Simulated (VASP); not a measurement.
A run of VASP 6.6.1:

Contents of INCAR:

```
SYSTEM = BAs
  ALGO = Normal
  EDIFF = 1E-6
  ENCUT = 500
  GGA = CA
  GGA_COMPAT = .False.
  ISIF = 2
  ISMEAR = 0
  LASPH = .True.
  LCHARG = .False.
  LREAL = .False.
  LWAVE = .False.
  NBANDS = 11
  NELM = 120
  PREC = Accurate
  SIGMA = 0.01
```

KPOINTS

```
k-points
0
Gamma
  4 4 4
  0 0 0
```

File POSCAR:

```
BAs
1.0
    0.0000000000      2.3918676044      2.3918676044
    2.3918676044      0.0000000000      2.3918676044
    2.3918676044      2.3918676044      0.0000000000
B As
1 1
Direct
    0.0000000000      0.0000000000      0.0000000000
    0.2500000000      0.2500000000      0.2500000000
```

Potentials or basis: VASP PAW LDA potentials, release 64 (B, As).

Run with:

```console
$ cat potpaw_LDA.64/B/POTCAR potpaw_LDA.64/As/POTCAR > POTCAR
$ mpirun -np 1 vasp_std > vasp.out
```

Hardware: 1 thread of Intel(R) Xeon(R) Platinum 8259CL CPU @ 2.50GHz (Skylake/Cascade Lake), with other jobs on the host.

Question: How long does it take, and how much memory?

Answer: It took 3.2 s on 1 thread of Intel(R) Xeon(R) Platinum 8259CL CPU @ 2.50GHz (Skylake/Cascade Lake), on a shared host, peak memory 0.13 GiB. Counts: scf iterations 12, k points 8.
